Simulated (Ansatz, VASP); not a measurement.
**One calculation of C, two programs**

POSCAR

```
C
1.0
    0.0000000000      1.7469644787      1.7469644787
    1.7469644787      0.0000000000      1.7469644787
    1.7469644787      1.7469644787      0.0000000000
C
2
Direct
    0.7500000000      0.7500000000      0.7500000000
    0.5000000000      0.5000000000      0.5000000000
```

Contents of INCAR.step1:

```
SYSTEM = C
ALGO = Normal
EDIFF = 1E-4
ENCUT = 520
GGA = PE
ISMEAR = -1
LASPH = .True.
LCHARG = .False.
LREAL = .False.
LWAVE = .True.
NBANDS = 11
NELM = 80
PREC = Accurate
SIGMA = 0.05
```

Contents of INCAR.step2:

```
SYSTEM = C
ALGO = Normal
EDIFF = 1E-6
ENCUT = 520
ISIF = 2
ISMEAR = -1
ISTART = 1
IVDW = 13
LASPH = .True.
LCHARG = .False.
LMIXTAU = .True.
LREAL = .False.
LWAVE = .False.
METAGGA = R2SCAN
NBANDS = 11
NELM = 80
PREC = Accurate
SIGMA = 0.05
VDW_A1 = 0.51559235
VDW_A2 = 5.77342911
VDW_S6 = 1.0
VDW_S8 = 0.6018749
```

KPOINTS

```
k-points
0
Gamma
  13 13 13
  0 0 0
```

Contents of input.yaml:

```yaml
crystal:
  lattice:
    - [0.0, 1.7469644787, 1.7469644787]
    - [1.7469644787, 0.0, 1.7469644787]
    - [1.7469644787, 1.7469644787, 0.0]
  atoms:
    - { symbol: C, position: [0.75, 0.75, 0.75] }
    - { symbol: C, position: [0.5, 0.5, 0.5] }
hamiltonian:
  xc: r2scan
  pseudopotentials: { kind: paw }
  dispersion: d4
kpoints:
  mp_grid: { grid: [13, 13, 13] }
scf:
  occupations: { method: fermi_dirac, width: 0.05 }
output:
  forces: true
  stress: true
  eigenvalues: true
```

Alike in both runs: task single point; functional r2SCAN; dispersion D4; k mesh 13 × 13 × 13; occupations fermi-dirac, width 0.05 eV; no spin polarisation.

|  | VASP | Ansatz |
| --- | --- | --- |
| version | VASP 6.6.1 | Ansatz 0.2.0 |
| potentials or method | VASP PAW PBE potentials, release 64 (C) | Ansatz PAW |
| plane-wave cutoff (eV) | 520 | 500 |
| valence electrons in the cell | 8 | 8 |

VASP gave:

| Quantity | Value |
| --- | --- |
| gap on the k mesh at the Fermi level (eV) | 4.48 |
| least direct gap on the mesh (eV) | 6.01 |
| pressure (GPa) | 27.2 |

Q: What did Ansatz give for the same quantities?

A: gap on the k mesh at the Fermi level (eV): 4.51; least direct gap on the mesh (eV): 6.06; pressure (GPa): 25.8.

VASP's potentials were made for PBE, not for r2SCAN.

Noted on Ansatz's run: odd divisions of the mesh miss points on the zone boundary, where band edges often lie, so the gap on the mesh can be too wide.
